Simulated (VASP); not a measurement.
Input of a VASP 6.6.1 run:

Contents of INCAR:

```
PREC = Accurate
ENCUT = 600
EDIFF = 1E-8
ISMEAR = 0
SIGMA = 0.01
LREAL = False
LASPH = True
NELM = 60
ALGO = Normal
ISIF = 3
LWAVE = False
LCHARG = False
GGA = PS
IBRION = 6
NFREE = 2
POTIM = 0.015
NSW = 1
```

The input KPOINTS:

```
Automatic mesh
0
Gamma
  10 10 10
```

POSCAR

```
MgO
1.0
    0.0000000000      2.1071294711      2.1071294711
    2.1071294711      0.0000000000      2.1071294711
    2.1071294711      2.1071294711      0.0000000000
Mg O
1 1
Direct
    0.0000000000      0.0000000000      0.0000000000
    0.5000000000      0.5000000000      0.5000000000
```

Potentials or basis: VASP PAW PBE potentials, release 64 (Mg, O).

Command:

```console
$ cat potpaw_PBE.64/Mg/POTCAR potpaw_PBE.64/O/POTCAR > POTCAR
$ mpirun -np 1 vasp_std > vasp.out
```

Q: Predict the elastic constants C11, C12, C44.

A: 294, 90, 145 GPa.

Q: Predict the Voigt bulk modulus.

A: 158 GPa.

Q: Predict the highest phonon frequency at Γ, LO-TO splitting left out.

A: 390 cm⁻¹.

Elastic tensor in Voigt notation (GPa, in the Cartesian axes of the cell as first typed):
```
294  90  90   0   0   0
 90 294  90   0   0   0
 90  90 294   0   0   0
  0   0   0 145   0   0
  0   0   0   0 145   0
  0   0   0   0   0 145
```

Caveat: the PAW data sets were made with another functional, which shifts forces and pressure a little.
